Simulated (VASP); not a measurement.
Here is a VASP 6.6.1 calculation.

Contents of INCAR:

```
PREC = Accurate
ENCUT = 520
EDIFF = 1E-6
ISMEAR = -1
SIGMA = 0.05
LREAL = False
LASPH = True
NELM = 100
ALGO = Normal
ISIF = 2
LWAVE = False
LCHARG = False
GGA = PE
NBANDS = 8
```

The input KPOINTS:

```
regular mesh
0
Gamma
  19 19 19
```

POSCAR

```
Si
1.0
    0.0000000000      1.6309437728      1.6309437728
    1.6309437728      0.0000000000      1.6309437728
    1.6309437728      1.6309437728      0.0000000000
Si
1
Direct
    0.0000000000      0.0000000000      0.0000000000
```

Potentials or basis: VASP PAW PBE potentials, release 64 (Si).

Command:

```sh
$ cat potpaw_PBE.64/Si/POTCAR > POTCAR
$ mpirun -np 1 vasp_std > vasp.out
```

(1) Predict the pressure.

(2) Predict the band gap on the k mesh.

## Answers

(1) 129.1 GPa.

(2) zero (band 2 reaches 32.58 eV, above the bottom of band 3 at 14.94 eV).
